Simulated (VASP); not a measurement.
# BeS (F-43m) in VASP: vibrations by perturbation theory with PBEsol

Aim: the vibrations by perturbation theory of BeS with PBEsol.

Program: VASP 6.6.1. These are calculated values, not measurements. Logs are shortened: lines on timing, memory, paths and dates and some standing lists are left out, and cuts for length are marked.

### Step 1. The cell of the first run

It takes space group F-43m (No. 216, cubic). Conventional cell: a = 4.711 Å, b = 4.711 Å, c = 4.711 Å, α = 90.00°, β = 90.00°, γ = 90.00°. Be (site symmetry -43m) has 4 S at 2.04 Å within 2.7 Å. S (site symmetry -43m) has 4 Be at 2.04 Å within 2.7 Å.

### Step 2. Vibrations by perturbation theory, PBEsol

INCAR reads:

```
PREC = Accurate ; ENCUT = 520
EDIFF = 1E-8 ; ISMEAR = 0
SIGMA = 0.01 ; LREAL = F
LASPH = T ; NELM = 60
ALGO = Normal ; ISIF = 2
LWAVE = F ; LCHARG = F
GGA = PS ; IBRION = 8
NSW = 1 ; LEPSILON = T
```

KPOINTS reads:

```
regular mesh
0
Gamma
  8 8 8
```

POSCAR reads:

```
BeS
1.0
    0.0000000000      2.3556964806      2.3556964806
    2.3556964806      0.0000000000      2.3556964806
    2.3556964806      2.3556964806      0.0000000000
Be S
1 1
Direct
    0.0000000000      0.0000000000      0.0000000000
    0.7500000000      0.7500000000      0.7500000000
```

Potentials or basis: VASP PAW PBE potentials, release 64 (Be, S).

On the command line:

```console
> cat potpaw_PBE.64/Be/POTCAR potpaw_PBE.64/S/POTCAR > POTCAR
> mpirun -np 1 vasp_std > vasp.out
```

OUTCAR:

```text
PREC = Accurate
   ENCUT = 520
   EDIFF = 1E-8
   ISMEAR = 0
   LREAL = F
   LASPH = T
   NELM = 60
   ISIF = 2
   GGA = PS
   IBRION = 8
   NSW = 1
   LEPSILON = T

 ion  position               nearest neighbor table
   1  0.000  0.000  0.000-   2 2.04   2 2.04   2 2.04   2 2.04
   2  0.750  0.750  0.750-   1 2.04   1 2.04   1 2.04   1 2.04

  LATTYP: Found a face centered cubic cell.
 ALAT       =     4.7113929612

  Lattice vectors:

 A1 = (   0.0000000000,   2.3556964806,   2.3556964806)
 A2 = (   2.3556964806,   0.0000000000,   2.3556964806)
 A3 = (   2.3556964806,   2.3556964806,   0.0000000000)

Analysis of symmetry for initial positions (statically):
=====================================================================
 Subroutine PRICEL returns:
 Original cell was already a primitive cell.

 Routine SETGRP: Setting up the symmetry group for a
 face centered cubic supercell.

 Subroutine GETGRP returns: Found 24 space group operations
 (whereof 24 operations were pure point group operations)
 out of a pool of 48 trial point group operations.

The static configuration has the point symmetry T_d .

Analysis of symmetry for dynamics (positions and initial velocities):
=====================================================================
 Subroutine PRICEL returns:
 Original cell was already a primitive cell.

 Routine SETGRP: Setting up the symmetry group for a
 face centered cubic supercell.

 Subroutine GETGRP returns: Found 24 space group operations
 (whereof 24 operations were pure point group operations)
 out of a pool of 48 trial point group operations.

The dynamic configuration has the point symmetry T_d .

 Subroutine INISYM returns: Found 24 space group operations
 (whereof 24 operations are pure point group operations),
 and found     1 'primitive' translations

----------------------------------------------------------------------------------------
[... 495 lines left out ...]
     0.00000  0.00795  7.41300
     0.00000  7.41300  0.00795

 MACROSCOPIC STATIC DIELECTRIC TENSOR (including local field effects in DFT)
 ------------------------------------------------------
           5.590146     0.000000     0.000000
          -0.000000     5.590146    -0.000000
          -0.000000    -0.000000     5.590146
 ------------------------------------------------------

 PIEZOELECTRIC TENSOR (including local field effects)  for field in x, y, z        (e  Angst)
          XX          YY          ZZ          XY          YZ          ZX
  --------------------------------------------------------------------------------
  x     0.00000     0.00000    -0.00000     0.00000     1.01926     0.00000
  y    -0.00000     0.00000     0.00000     0.00000     0.00000     1.01926
  z     0.00000     0.00000     0.00000     1.01926     0.00000     0.00000

 PIEZOELECTRIC TENSOR (including local field effects)  for field in x, y, z        (C/m^2)
          XX          YY          ZZ          XY          YZ          ZX
  --------------------------------------------------------------------------------
  x     0.00000     0.00000    -0.00000     0.00000     0.62461     0.00000
  y    -0.00000     0.00000     0.00000     0.00000     0.00000     0.62461
  z     0.00000     0.00000     0.00000     0.62461     0.00000     0.00000

 BORN EFFECTIVE CHARGES (including local field effects) (in |e|, cummulative output)
 ---------------------------------------------------------------------------------
 ion    1
    1     1.49659    -0.00000     0.00000
    2     0.00000     1.49659    -0.00000
    3     0.00000     0.00000     1.49659
 ion    2
    1    -1.49659     0.00000    -0.00000
    2    -0.00000    -1.49659     0.00000
    3    -0.00000     0.00000    -1.49659

 INTERNAL STRAIN TENSOR FOR ION    2 for displacements in x,y,z  (eV/Angst):
          X           Y           Z          XY          YZ          ZX
  --------------------------------------------------------------------------------
  x    -0.00000     0.00000     0.00000     0.00000     7.41300     0.00000
  y     0.00000    -0.00000     0.00000     0.00000     0.00000     7.41300
  z     0.00000     0.00000    -0.00000     7.41300     0.00000     0.00000

 SECOND DERIVATIVES (NOT SYMMETRIZED)
 ------------------------------------
               1X          1Y          1Z          2X          2Y          2Z
  1X   -10.747756    0.000000    0.000000   10.747756    0.000000    0.000000
  1Y     0.000000  -10.747756    0.000000    0.000000   10.747756    0.000000
  1Z     0.000000    0.000000  -10.747756    0.000000    0.000000   10.747756
  2X    10.746626    0.000000    0.000000  -10.746626    0.000000    0.000000
  2Y     0.000000   10.746626    0.000000    0.000000  -10.746626    0.000000
  2Z     0.000000    0.000000   10.746626    0.000000    0.000000  -10.746626

 Eigenvectors and eigenvalues of the dynamical matrix
 ----------------------------------------------------

   1 f  =   19.322240 THz   121.405214 2PiTHz  644.520550 cm-1    79.910328 meV
             X         Y         Z           dx          dy          dz
      0.000000  0.000000  0.000000    -0.000000   -0.883522    0.000000
      3.533545  3.533545  3.533545    -0.000000    0.468389    0.000000
[... 21 lines left out ...]
   6 f/i=    0.000421 THz     0.002643 2PiTHz    0.014031 cm-1     0.001740 meV
             X         Y         Z           dx          dy          dz
      0.000000  0.000000  0.000000     0.066891   -0.446717   -0.123927
      3.533545  3.533545  3.533545     0.126176   -0.842642   -0.233764

--------------------------------------------------------------------------------------------------------

 MACROSCOPIC STATIC DIELECTRIC TENSOR IONIC CONTRIBUTION
 ------------------------------------------------------
           1.442409    -0.000000     0.000000
          -0.000000     1.442409    -0.000000
           0.000000    -0.000000     1.442409
 ------------------------------------------------------

 ELASTIC MODULI CONTR FROM IONIC RELAXATION (kBar)
 Direction    XX          YY          ZZ          XY          YZ          ZX
 --------------------------------------------------------------------------------
 XX          -0.0000      0.0000      0.0000     -0.0000      0.0000      0.0000
 YY           0.0000     -0.0000     -0.0000     -0.0000     -0.0000      0.0000
 ZZ           0.0000     -0.0000     -0.0000      0.0000     -0.0000      0.0000
 XY          -0.0000     -0.0000      0.0000   -316.3333      0.0000      0.0000
 YZ           0.0000     -0.0000     -0.0000      0.0000   -316.3333      0.0000
 ZX           0.0000      0.0000      0.0000      0.0000      0.0000   -316.3333
 --------------------------------------------------------------------------------

 PIEZOELECTRIC TENSOR IONIC CONTR  for field in x, y, z        (C/m^2)
          XX          YY          ZZ          XY          YZ          ZX
  --------------------------------------------------------------------------------
  x     0.00000    -0.00000    -0.00000    -0.00000    -0.63561     0.00000
  y     0.00000     0.00000     0.00000     0.00000    -0.00000    -0.63561
  z    -0.00000    -0.00000     0.00000    -0.63561    -0.00000     0.00000
```

stdout:

```text
POSCAR found type information on POSCAR BeS
 POSCAR found :  2 types and       2 ions
 scaLAPACK will be used
 -----------------------------------------------------------------------------
|                                                                             |
|                                                                             |
[... 39 lines left out ...]
 first order change of Fermi-energy   0.62220E-05
 force on displaced ion       1 direction 1 : -10.748   0.000   0.000
 Born effective charge ion    1 direction 1 :   1.490   0.000   0.000
 Linear response progress:
 first order change of Fermi-energy   0.31531E-03
 force on displaced ion       2 direction 1 : -10.747  -0.000  -0.000
 Born effective charge ion    2 direction 1 :  -1.502   0.000   0.000
 Born effective charges drift removed
 Linear response finished
```

Wall time 2.8 min (1 thread of AMD EPYC 7R13 (Zen 3), shared host); peak memory 0.17 GiB.

Results:

| Property | Result |
| --- | --- |
| Electronic dielectric tensor (diagonal) | 5.59 |
| Born charges (mean of the diagonal) | Be +1.50; S -1.50 e |
| Highest phonon frequency at Γ, LO-TO splitting left out | 645 cm⁻¹ |

Phonon frequencies in cm⁻¹ (negative: imaginary):
| q point | frequencies |
| --- | --- |
| (0.000, 0.000, 0.000) | 0 0 0 645 645 645 |

Electronic dielectric tensor:
```
5.59 0.00 0.00
0.00 5.59 0.00
0.00 0.00 5.59
```

Born effective charge tensors (e):
atom 1, Be
```
1.50 0.00 0.00
0.00 1.50 0.00
0.00 0.00 1.50
```
atom 2, S
```
-1.50  0.00  0.00
 0.00 -1.50  0.00
 0.00  0.00 -1.50
```

Caveat: the cell wasn't relaxed at this level first, which shifts response properties.
